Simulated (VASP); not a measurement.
# Nb (Pm-3m) in VASP: further runs

Nb is run at these levels: r2SCAN; tasks: single point, relaxation of cell and atoms.

Everything below comes from runs of VASP 6.6.1. Logs are shortened: lines on timing, memory, paths and dates and some standing lists are left out, and cuts for length are marked.

## Step 1: The cell of the first run

The structure is cubic, space group Pm-3m (No. 221). The conventional cell has a = 2.814 Å, b = 2.814 Å, c = 2.814 Å, α = 90.00°, β = 90.00°, γ = 90.00°. Nb (site symmetry m-3m) has 6 Nb at 2.81 Å within 3.7 Å.

## Step 2: Single point, r2SCAN (volume scaled by 1.12)

The input, POSCAR:

```
Nb
1.0
    2.8137845205      0.0000000000      0.0000000000
    0.0000000000      2.8137845205      0.0000000000
    0.0000000000      0.0000000000      2.8137845205
Nb
1
Direct
    0.0000000000      0.0000000000      0.0000000000
```

The input, INCAR.step1:

```
SYSTEM = Nb
PREC = Accurate
ENCUT = 520
ISMEAR = -1
SIGMA = 0.1
LREAL = .False.
LASPH = .True.
NELM = 100
NBANDS = 12
GGA = PE
ALGO = Normal
EDIFF = 1E-4
LWAVE = .True.
LCHARG = .False.
```

The input, INCAR.step2:

```
SYSTEM = Nb
PREC = Accurate
ENCUT = 520
EDIFF = 1E-7
ISMEAR = -1
SIGMA = 0.1
LREAL = .False.
LASPH = .True.
NELM = 100
ALGO = Normal
ISIF = 2
LWAVE = .False.
LCHARG = .False.
METAGGA = R2SCAN
LMIXTAU = .True.
NBANDS = 12
ISTART = 1
```

The input, KPOINTS:

```
Automatic mesh
0
Gamma
  13 13 13
  0 0 0
```

Potentials or basis: VASP PAW PBE potentials, release 64 (Nb_sv).

Launch:

```
cat potpaw_PBE.64/Nb_sv/POTCAR > POTCAR
cp INCAR.step1 INCAR
mpirun -np 1 vasp_std > vasp.out
cp INCAR.step2 INCAR
mpirun -np 1 vasp_std > vasp.out
```

OUTCAR:

```text
SYSTEM = Nb
   PREC = Accurate
   ENCUT = 520
   EDIFF = 1E-7
   ISMEAR = -1
   LREAL = .False.
   LASPH = .True.
   NELM = 100
   ISIF = 2
   METAGGA = R2SCAN
   ISTART = 1

 ion  position               nearest neighbor table
   1  0.000  0.000  0.000-

  LATTYP: Found a simple cubic cell.
 ALAT       =     2.8137845205

  Lattice vectors:

 A1 = (   2.8137845205,   0.0000000000,   0.0000000000)
 A2 = (   0.0000000000,   2.8137845205,   0.0000000000)
 A3 = (   0.0000000000,   0.0000000000,   2.8137845205)

Analysis of symmetry for initial positions (statically):
=====================================================================
 Subroutine PRICEL returns:
 Original cell was already a primitive cell.

 Routine SETGRP: Setting up the symmetry group for a
 simple cubic supercell.

 Subroutine GETGRP returns: Found 48 space group operations
 (whereof 48 operations were pure point group operations)
 out of a pool of 48 trial point group operations.

The static configuration has the point symmetry O_h .

Analysis of symmetry for dynamics (positions and initial velocities):
=====================================================================
 Subroutine PRICEL returns:
 Original cell was already a primitive cell.

 Routine SETGRP: Setting up the symmetry group for a
 simple cubic supercell.

 Subroutine GETGRP returns: Found 48 space group operations
 (whereof 48 operations were pure point group operations)
 out of a pool of 48 trial point group operations.

The dynamic configuration has the point symmetry O_h .

 Subroutine INISYM returns: Found 48 space group operations
 (whereof 48 operations are pure point group operations),
 and found     1 'primitive' translations

----------------------------------------------------------------------------------------

                                     Primitive cell

  volume of cell :      22.2778

  direct lattice vectors                    reciprocal lattice vectors
     2.813784521  0.000000000  0.000000000     0.355393241  0.000000000  0.000000000
     0.000000000  2.813784521  0.000000000     0.000000000  0.355393241  0.000000000
     0.000000000  0.000000000  2.813784521     0.000000000  0.000000000  0.355393241

  length of vectors
     2.813784521  2.813784521  2.813784521     0.355393241  0.355393241  0.355393241

  position of ions in fractional coordinates (direct lattice)
     0.000000000  0.000000000  0.000000000

  ion indices of the primitive-cell ions
   primitive index   ion index
                 1           1

----------------------------------------------------------------------------------------

 KPOINTS: Automatic mesh

Automatic generation of k-mesh.
 Grid dimensions read from file:
 generate k-points for:   13   13   13

 Generating k-lattice:

  Cartesian coordinates                     Fractional coordinates (reciprocal lattice)
     0.027337942  0.000000000  0.000000000     0.076923077  0.000000000  0.000000000
     0.000000000  0.027337942  0.000000000     0.000000000  0.076923077  0.000000000
     0.000000000  0.000000000  0.027337942     0.000000000  0.000000000  0.076923077

  Length of vectors
     0.027337942  0.027337942  0.027337942

  Shift w.r.t. Gamma in fractional coordinates (k-lattice)
     0.000000000  0.000000000  0.000000000

 Subroutine IBZKPT returns following result:
 ===========================================

 Found     84 irreducible k-points:

 Following reciprocal coordinates:
            Coordinates               Weight
  0.000000  0.000000  0.000000      1.000000
  0.076923  0.000000  0.000000      6.000000
  0.153846  0.000000  0.000000      6.000000
  0.230769  0.000000  0.000000      6.000000
  0.307692  0.000000  0.000000      6.000000
  0.384615  0.000000  0.000000      6.000000
[... 16 lines left out ...]
  0.307692  0.307692  0.000000     12.000000
  0.384615  0.307692  0.000000     24.000000
 [... further k-points ...]
   k-points           NKPTS =     84   k-points in BZ     NKDIM =     84   number of bands    NBANDS=     12
   number of dos      NEDOS =    301   number of ions     NIONS =      1
   total plane-waves  NPLWV =  13824
   dimension x,y,z NGX =    24 NGY =   24 NGZ =   24
   dimension x,y,z NGXF=    48 NGYF=   48 NGZF=   48
   ions per type =               1
   NGX,Y,Z   is equivalent  to a cutoff of  14.18, 14.18, 14.18 a.u.
   NGXF,Y,Z  is equivalent  to a cutoff of  28.36, 28.36, 28.36 a.u.
 SYSTEM =  Nb
   PREC   = accura    normal or accurate (medium, high low for compatibility)
   ISTART =      1    job   : 0-new  1-cont  2-samecut
   ICHARG =      0    charge: 1-file 2-atom 10-const
   ISPIN  =      1    spin polarized calculation?
   LNONCOLLINEAR =      F non collinear calculations
   LSORBIT =      F    spin-orbit coupling
   LASPH  =      T    aspherical Exc in radial PAW
   ENCUT  =  520.0 eV  38.22 Ry    6.18 a.u.   5.23  5.23  5.23*2*pi/ulx,y,z
   NELM   =    100;   NELMIN=  2; NELMDL=  0     # of ELM steps
   EDIFF  = 0.1E-06   stopping-criterion for ELM
   LREAL  =      F    real-space projection
   EDIFFG = 0.1E-05   stopping-criterion for IOM
   NSW    =      0    number of steps for IOM
   IBRION =     -1    ionic relax: 0-MD 1-quasi-New 2-CG
   NFREE  =      0    steps in history (QN), initial steepest desc. (CG)
   ISIF   =      2    stress and relaxation
   ISYM   =      2    0-nonsym 1-usesym 2-fastsym
   POTIM  = 0.5000    time-step for ionic-motion
   TEBEG  =    0.0;   TEEND  =   0.0 temperature during run
   PSTRESS=    0.0 pullay stress
   NELECT =      13.0000    total number of electrons
   NUPDOWN=      -1.0000    fix difference up-down
   EMIN   =  10.00;   EMAX   =-10.00  energy-range for DOS
   EFERMI =   0.00;   METHOD = LEGACY
   ISMEAR =    -1;   SIGMA  =   0.10  broadening in eV -4-tet -1-fermi 0-gaus
   EFERMI_NEDOS =   21; number of points for ismear=-14 and -15
   IALGO  =     38    algorithm
   IMIX   =      4    mixing-type and parameters
     AMIX     =   0.40;   BMIX     =  1.00
     AMIX_MAG =   1.60;   BMIX_MAG =  1.00
  volume/ion in A,a.u.               =      22.28       150.34
  Fermi-wavevector in a.u.,A,eV,Ry     =   1.368039  2.585219 25.463717  1.871530
  Thomas-Fermi vector in A             =   2.494038
   LORBIT       =      0    0 simple, 1 ext, 2 COOP (PROOUT), +10 PAW based schemes
   METAGGA = R2SCAN    functional components
   LHFCALC =     F    Hartree Fock is set to
   AEXX    =    0.0000 exact exchange contribution
   IVDW    =     0    specifies the selected vdW correction
   LEPSILON=     F    determine dielectric tensor
   LRPA    =     F    only Hartree local field effects (RPA)
 non-spin polarized calculation
  energy-cutoff  :      520.00
  volume of cell :       22.28
 maximum number of plane-waves:       621
 NGX is ok and might be reduce to    24
   NGX = 11   NGY = 11   NGZ = 11

 number of electron      13.0000001 magnetization

 Free energy of the ion-electron system (eV)
  ---------------------------------------------------
  ext. energy  EPLUGINS =         0.00000000
  ---------------------------------------------------
  free energy    TOTEN  =       -23.74597679 eV

  energy without entropy =      -23.70542709  energy(sigma->0) =      -23.72570194

 E-fermi :   8.5417     XC(G=0): -12.2848

 val. band max:        8.4986757617   @ k =   0.4615   0.4615   0.1538
 cond. band min:       8.5545784566   @ k =   0.3846   0.3846   0.2308
 fundamental gap:      0.0559026948
 Fermi energy:         8.5417023247

 k-point     1 :       0.0000    0.0000    0.0000
  band No.  band energies     occupation
      1     -48.0329      2.00000
      2     -22.7572      2.00000
      3     -22.7572      2.00000
      4     -22.7572      2.00000
      5       2.8406      2.00000
      6       5.8751      2.00000
      7       5.8751      2.00000
      8      13.3584      0.00000
      9      13.3584      0.00000
     10      13.3584      0.00000
     11      23.1984      0.00000
     12      23.1984      0.00000

 k-point     2 :       0.0769    0.0000    0.0000
  band No.  band energies     occupation
      1     -48.0250      2.00000
      2     -22.8275      2.00000
      3     -22.7514      2.00000
      4     -22.7514      2.00000
      5       3.0017      2.00000
      6       5.9172      2.00000
      7       6.0413      2.00000
      8      13.1329      0.00000
      9      13.1329      0.00000
     10      13.3740      0.00000
     11      22.3167      0.00000
     12      23.5283      0.00000

 k-point     3 :       0.1538    0.0000    0.0000
  band No.  band energies     occupation
      1     -48.0031      2.00000
      2     -23.0191      2.00000
      3     -22.7354      2.00000
      4     -22.7354      2.00000
      5       3.4436      2.00000
      6       6.0366      2.00000
      7       6.5280      2.00000
      8      12.5690      0.00000
      9      12.5690      0.00000
     10      13.4173      0.00000
     11      20.6316      0.00000
     12      24.3903      0.00000

 k-point     4 :       0.2308    0.0000    0.0000
  band No.  band energies     occupation
      1     -47.9720      2.00000
      2     -23.2820      2.00000
      3     -22.7128      2.00000
      4     -22.7128      2.00000
      5       4.0688      2.00000
      6       6.2122      2.00000
      7       7.2658      1.99999
      8      11.8838      0.00000
      9      11.8838      0.00000
     10      13.4792      0.00000
     11      19.0239      0.00000
     12      25.2504      0.00000

 k-point     5 :       0.3077    0.0000    0.0000
  band No.  band energies     occupation
      1     -47.9387      2.00000
      2     -23.5524      2.00000
      3     -22.6886      2.00000
      4     -22.6886      2.00000
      5       4.7710      2.00000
      6       6.4088      2.00000
      7       8.0565      1.98449
      8      11.2529      0.00000
      9      11.2529      0.00000
     10      13.5458      0.00000
     11      17.8686      0.00000
     12      23.8689      0.00000
[... 228 lines left out ...]
      1     -47.8519      2.00000
      2     -23.7032      2.00000
      3     -23.1681      2.00000
      4     -22.6263      2.00000
      5       6.0915      2.00000
      6       6.9847      2.00000
      7       8.7623      0.19842
      8      11.0190      0.00000
      9      11.4554      0.00000
     10      12.3089      0.00000
     11      17.8653      0.00000
     12      22.7893      0.00000

 k-point    22 :       0.4615    0.2308    0.0000
  band No.  band energies     occupation
      1     -47.8363      2.00000
      2     -23.8214      2.00000
      3     -23.1536      2.00000
      4     -22.6151      2.00000
      5       6.4501      2.00000
      6       6.8122      2.00000
      7       8.7130      0.30556
      8      10.7833      0.00000
      9      12.2424      0.00000
     10      12.3572      0.00000
     11      17.2441      0.00000
     12      23.5122      0.00000

 k-point    23 :       0.3077    0.3077    0.0000
  band No.  band energies     occupation
      1     -47.8467      2.00000
      2     -23.4692      2.00000
      3     -23.4415      2.00000
      4     -22.6226      2.00000
      5       5.8677      2.00000
      6       6.9465      2.00000
      7       9.7551      0.00001
      8      10.7225      0.00000
      9      11.4848      0.00000
     10      11.7366      0.00000
     11      18.6797      0.00000
     12      21.4414      0.00000

 k-point    24 :       0.3846    0.3077    0.0000
  band No.  band energies     occupation
      1     -47.8196      2.00000
      2     -23.6666      2.00000
      3     -23.4263      2.00000
      4     -22.6033      2.00000
      5       5.8794      2.00000
      6       6.9441      2.00000
      7      10.1827      0.00000
      8      11.1500      0.00000
      9      11.7320      0.00000
     10      11.7785      0.00000
     11      17.7441      0.00000
     12      21.9862      0.00000

 [... further k-points ...]
[... 5 lines left out ...]
  --------------------------------------------------------------------------------------
  -------------------------------------------------------------------------------------
  Total       -1.7408651     -1.7408651     -1.7408651      0.0000000     -0.0000000     -0.0000000
  in kB     -125.1996756   -125.1996756   -125.1996756      0.0000000     -0.0000000     -0.0000000
  external PRESSURE =    -125.1996756 kB  Pullay stress =       0.0000000 kB

 VOLUME and BASIS-vectors are now :
 -----------------------------------------------------------------------------
  energy-cutoff  :      520.00
  volume of cell :       22.28
      direct lattice vectors                 reciprocal lattice vectors
     2.813784521  0.000000000  0.000000000     0.355393241  0.000000000  0.000000000
     0.000000000  2.813784521  0.000000000     0.000000000  0.355393241  0.000000000
     0.000000000  0.000000000  2.813784521     0.000000000  0.000000000  0.355393241

 POSITION                                       TOTAL-FORCE (eV/Angst)
 -----------------------------------------------------------------------------------
      0.00000      0.00000      0.00000         0.000000      0.000000      0.000000
 -----------------------------------------------------------------------------------
    total drift:                                0.000000      0.000000      0.000000

  FREE ENERGIE OF THE ION-ELECTRON SYSTEM (eV)
  ---------------------------------------------------
  free  energy   TOTEN  =       -23.7459767862 eV

  energy  without entropy=      -23.7054270934  energy(sigma->0) =      -23.72570194
```

Wall time 40 s (1 thread of Intel Xeon 6975P-C, shared host); peak memory 0.16 GiB.

What came out:

| Quantity | Value |
| --- | --- |
| Free energy | -23.7460 eV |
| Pressure | -12.5 GPa |

Caveat: the PAW data sets were made with another functional, which shifts forces and pressure a little.

[end of part 1 of 2]
